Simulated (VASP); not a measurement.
# TiO2 (I4_1/amd) in VASP: a series of runs, part 2 of 2

VASP 6.6.1. The steps go on from the part before.

## Step 3: Electric field gradients, PBE (equal xx and yy strain of -1 %)

INCAR

```
ALGO     = Normal         # electronic algorithm
EDIFF    = 1E-8           # SCF threshold, eV
ENCUT    = 520            # plane-wave cutoff, eV
GGA      = PE             # functional
ISIF     = 2              # what is computed and relaxed
ISMEAR   = -1             # smearing method
LASPH    = T              # aspherical terms in the spheres
LCHARG   = F              # write CHGCAR
LEFG     = T            
LREAL    = F              # projectors in reciprocal space
LWAVE    = F              # write WAVECAR
NBANDS   = 33             # bands
NELM     = 80             # most SCF steps
PREC     = Accurate       # precision mode
SIGMA    = 0.08           # smearing width, eV
```

KPOINTS

```
k-points
0
Gamma
  13 13 13
```

POSCAR

```
TiO2
1.0
   -1.8735750000      1.8735750000      4.7570000000
    1.8735750000     -1.8735750000      4.7570000000
    1.8735750000      1.8735750000     -4.7570000000
Ti O
2 4
Direct
    0.0000000000      0.0000000000      0.0000000000
    0.7500000000      0.2500000000      0.5000000000
    0.2066000000      0.2066000000      0.0000000000
    0.9566000000      0.4566000000      0.5000000000
    0.5434000000      0.0434000000      0.5000000000
    0.7934000000      0.7934000000      0.0000000000
```

Potentials or basis: VASP PAW PBE potentials, release 64 (Ti_sv, O).

Launch:

```
> cat potpaw_PBE.64/Ti_sv/POTCAR potpaw_PBE.64/O/POTCAR > POTCAR
> mpirun -np 1 vasp_std > vasp.out
```

OUTCAR:

```text
EDIFF = 1E-8
   ENCUT = 520
   GGA = PE
   ISIF = 2
   ISMEAR = -1
   LASPH = T
   LREAL = F
   NELM = 80
   PREC = Accurate

 ion  position               nearest neighbor table
   1  0.000  0.000  0.000-   4 1.92   5 1.92   5 1.92   4 1.92   3 1.97   6 1.97
   2  0.750  0.250  0.500-   3 1.92   6 1.92   6 1.92   3 1.92   4 1.97   5 1.97
   3  0.207  0.207  0.000-   2 1.92   2 1.92   1 1.97
   4  0.957  0.457  0.500-   1 1.92   1 1.92   2 1.97
   5  0.543  0.043  0.500-   1 1.92   1 1.92   2 1.97
   6  0.793  0.793  0.000-   2 1.92   2 1.92   1 1.97

  LATTYP: Found a body centered tetragonal cell.
 ALAT       =     3.7471500000
 C/A-ratio  =     2.5389963039

  Lattice vectors:

 A1 = (  -1.8735750000,   1.8735750000,   4.7570000000)
 A2 = (   1.8735750000,  -1.8735750000,   4.7570000000)
 A3 = (   1.8735750000,   1.8735750000,  -4.7570000000)

Analysis of symmetry for initial positions (statically):
=====================================================================
[... 1080 lines left out ...]
      0.00000      0.00000      7.54841        -0.000000      0.000000     -0.345389
 -----------------------------------------------------------------------------------
    total drift:                                0.000000      0.000000     -0.000000

  FREE ENERGIE OF THE ION-ELECTRON SYSTEM (eV)
  ---------------------------------------------------
  free  energy   TOTEN  =       -53.7436532962 eV

  energy  without entropy=      -53.7436532079  energy(sigma->0) =      -53.74365325

 Electric field gradients (V/A^2)
---------------------------------------------------------------------
 ion       V_xx      V_yy      V_zz      V_xy      V_xz      V_yz
---------------------------------------------------------------------
   1      -3.927    -3.927     7.855     0.002     0.001     0.001
   2      -3.927    -3.927     7.855     0.002     0.001     0.001
   3      -8.292    15.326    -7.034    -0.003    -0.003    -0.003
   4      15.326    -8.292    -7.034    -0.003    -0.003    -0.003
   5      -8.292    15.326    -7.034    -0.003    -0.003    -0.003
   6      15.326    -8.292    -7.034    -0.003    -0.003    -0.003
---------------------------------------------------------------------

 Electric field gradients after diagonalization (V/A^2)
 (convention: |V_zz| > |V_xx| > |V_yy|)
----------------------------------------------------------------------
 ion       V_xx      V_yy      V_zz     asymmetry (V_yy - V_xx)/ V_zz
----------------------------------------------------------------------
   1      -3.930    -3.925     7.855       0.001
   2      -3.930    -3.925     7.855       0.001
   3      -8.292    -7.034    15.326       0.082
   4      -8.292    -7.034    15.326       0.082
   5      -8.292    -7.034    15.326       0.082
   6      -8.292    -7.034    15.326       0.082
----------------------------------------------------------------------

           NMR quadrupolar parameters

 Cq : quadrupolar parameter    Cq=e*Q*V_zz/h
 eta: asymmetry parameters     (V_yy - V_xx)/ V_zz
 Q  : nuclear electric quadrupole moment in mb (millibarn)
----------------------------------------------------------------------
 ion       Cq(MHz)       eta       Q (mb)
----------------------------------------------------------------------
   1       0.019       0.001       1.000
   2       0.019       0.001       1.000
   3       0.037       0.082       1.000
   4       0.037       0.082       1.000
   5       0.037       0.082       1.000
   6       0.037       0.082       1.000
----------------------------------------------------------------------
```

OSZICAR:

```text
N       E                     dE             d eps       ncg     rms          rms(c)
DAV:   1     0.662733829632E+03    0.66273E+03   -0.24223E+04 12936   0.170E+03
DAV:   2     0.283965456844E+02   -0.63434E+03   -0.58812E+03 14193   0.509E+02
DAV:   3    -0.657654086835E+02   -0.94162E+02   -0.92578E+02 17684   0.190E+02
[... 11 lines left out ...]
DAV:  15    -0.537436528357E+02    0.45210E-06   -0.10623E-05 18346   0.295E-02    0.596E-03
DAV:  16    -0.537436533265E+02   -0.49086E-06   -0.21906E-06 15817   0.115E-02    0.546E-03
DAV:  17    -0.537436532729E+02    0.53653E-07   -0.45640E-07 16990   0.777E-03    0.123E-03
DAV:  18    -0.537436533134E+02   -0.40530E-07   -0.88149E-08 16151   0.194E-03    0.520E-04
DAV:  19    -0.537436533002E+02    0.13176E-07   -0.61108E-09  9232   0.932E-04    0.319E-04
DAV:  20    -0.537436532962E+02    0.40518E-08   -0.15133E-09  8435   0.497E-04
   1 F= -.53743653E+02 E0= -.53743653E+02  d E =-.882842E-07
```

It took 21 min on 1 thread of Intel Xeon 8259CL, shared host; peak memory 0.48 GiB.

What came out:

```yaml
Free_energy: -53.7437 eV
Pressure: 11.4 GPa
Largest_force: 0.345 eV/Å
Band_gap_on_the_k_mesh: 2.21 eV (least direct gap 2.51 eV)
Largest_electric_field_gradient_by_atom: Ti +7.9; O +15.3 V/Å²
```

Forces on the atoms (eV/Å):
```
Ti   0.000  0.000  0.000
Ti   0.000  0.000  0.000
O    0.000  0.000  0.345
O    0.000  0.000  0.345
O    0.000  0.000 -0.345
O    0.000  0.000 -0.345
```

Electric field gradients, principal values (V/Å²):
```tsv
atom	least	middle	greatest (by size)
1 Ti	-3.925	-3.930	7.855
2 Ti	-3.925	-3.930	7.855
3 O	-7.034	-8.292	15.326
4 O	-7.034	-8.292	15.326
5 O	-7.034	-8.292	15.326
6 O	-7.034	-8.292	15.326
```

Caveat: the cell differs from its parent crystal (equal xx and yy strain of -1 %); the cell stands under pressure; without QUAD_EFG the Cq values of the log hold for a quadrupole moment of 1 mb, not for the nuclei.

## Step 4: Electric field gradients, PBE (11.24 Å³/atom)

This run uses another cell than the first one, of 11.24 Å³/atom.

INCAR is that of step 3.

KPOINTS is that of step 3.

Changes to POSCAR since step 3:

```diff
@@ -2,5 +2,5 @@
 1.0
-   -1.8735750000      1.8735750000      4.7570000000
-    1.8735750000     -1.8735750000      4.7570000000
-    1.8735750000      1.8735750000     -4.7570000000
+   -1.8861705213      1.8861705213      4.7410901822
+    1.8861705213     -1.8861705213      4.7410901822
+    1.8861705213      1.8861705213     -4.7410901822
 Ti O
```

Potentials or basis: VASP PAW PBE potentials, release 64 (Ti_sv, O).

Launch:

```
> cat potpaw_PBE.64/Ti_sv/POTCAR potpaw_PBE.64/O/POTCAR > POTCAR
> mpirun -np 1 vasp_std > vasp.out
```

OUTCAR:

```text
EDIFF = 1E-8
   ENCUT = 520
   GGA = PE
   ISIF = 2
   ISMEAR = -1
   LASPH = T
   LREAL = F
   NELM = 80
   PREC = Accurate

 ion  position               nearest neighbor table
   1  0.000  0.000  0.000-   5 1.93   4 1.93   5 1.93   4 1.93   3 1.96   6 1.96
   2  0.750  0.250  0.500-   6 1.93   3 1.93   6 1.93   3 1.93   4 1.96   5 1.96
   3  0.207  0.207  0.000-   2 1.93   2 1.93   1 1.96
   4  0.957  0.457  0.500-   1 1.93   1 1.93   2 1.96
   5  0.543  0.043  0.500-   1 1.93   1 1.93   2 1.96
   6  0.793  0.793  0.000-   2 1.93   2 1.93   1 1.96

  LATTYP: Found a body centered tetragonal cell.
[... 1106 lines left out ...]
   2       0.842     0.842    -1.684     0.002     0.001     0.001
   3      -7.683    16.471    -8.788    -0.003    -0.003    -0.003
   4      16.471    -7.683    -8.788    -0.003    -0.003    -0.003
   5      -7.683    16.471    -8.788    -0.003    -0.003    -0.003
   6      16.471    -7.683    -8.788    -0.003    -0.003    -0.003
---------------------------------------------------------------------

 Electric field gradients after diagonalization (V/A^2)
 (convention: |V_zz| > |V_xx| > |V_yy|)
----------------------------------------------------------------------
 ion       V_xx      V_yy      V_zz     asymmetry (V_yy - V_xx)/ V_zz
----------------------------------------------------------------------
   1       0.845     0.840    -1.684       0.003
   2       0.845     0.840    -1.684       0.003
   3      -8.788    -7.683    16.471       0.067
   4      -8.788    -7.683    16.471       0.067
   5      -8.788    -7.683    16.471       0.067
   6      -8.788    -7.683    16.471       0.067
----------------------------------------------------------------------

           NMR quadrupolar parameters

 Cq : quadrupolar parameter    Cq=e*Q*V_zz/h
 eta: asymmetry parameters     (V_yy - V_xx)/ V_zz
 Q  : nuclear electric quadrupole moment in mb (millibarn)
----------------------------------------------------------------------
 ion       Cq(MHz)       eta       Q (mb)
----------------------------------------------------------------------
   1      -0.004       0.003       1.000
   2      -0.004       0.003       1.000
   3       0.040       0.067       1.000
   4       0.040       0.067       1.000
   5       0.040       0.067       1.000
   6       0.040       0.067       1.000
----------------------------------------------------------------------
```

It took 13 min on 1 thread of Intel Xeon Platinum 8375C at 2.90GHz (Ice Lake), shared host; peak memory 0.49 GiB.

What came out:

```
Free energy                             : -53.7785 eV
Pressure                                : 9.0 GPa
Largest force                           : 0.430 eV/Å
Band gap on the k mesh                  : 2.18 eV (least direct gap 2.47 eV)
Largest electric field gradient by atom : Ti -1.7; O +16.5 V/Å²
```

Forces on the atoms (eV/Å):
```
Ti   0.000  0.000  0.000
Ti   0.000  0.000  0.000
O    0.000  0.000  0.430
O    0.000  0.000  0.430
O    0.000  0.000 -0.430
O    0.000  0.000 -0.430
```

Electric field gradients, principal values (V/Å²):
| atom | least | middle | greatest (by size) |
| --- | --- | --- | --- |
| 1 Ti | 0.840 | 0.845 | -1.684 |
| 2 Ti | 0.840 | 0.845 | -1.684 |
| 3 O | -7.683 | -8.788 | 16.471 |
| 4 O | -7.683 | -8.788 | 16.471 |
| 5 O | -7.683 | -8.788 | 16.471 |
| 6 O | -7.683 | -8.788 | 16.471 |

Caveat: the cell stands under pressure; without QUAD_EFG the Cq values of the log hold for a quadrupole moment of 1 mb, not for the nuclei. A k mesh can miss the band edges.

## Step 5: Summary

| cell | gap on the mesh (eV) | pressure (GPa) | largest force (eV/Å) |
| --- | --- | --- | --- |
| a = 5.384 Å, angles 139.4, 139.4, 58.7°, 6 atoms | 2.24 | 17.0 | 0.65 |
| a = 5.445 Å, angles 139.7, 139.7, 58.2°, 6 atoms | 2.21 | 11.4 | 0.35 |
| a = 5.440 Å, angles 139.4, 139.4, 58.7°, 6 atoms | 2.18 | 9.0 | 0.43 |

Alike in all rows: task electric field gradients; level PBE; potentials or basis VASP PAW PBE potentials, release 64 (Ti_sv, O); no spin polarisation; k mesh 13 × 13 × 13; cutoff (eV) 520; smearing fermi-dirac 0.08 eV.

Caveats: the cell stands under pressure (at least some runs); the stress differs along the axes, from 15 to 21 GPa (at least some runs).

Total energies depend on the potentials used, so only differences within one code and one set of settings carry meaning.
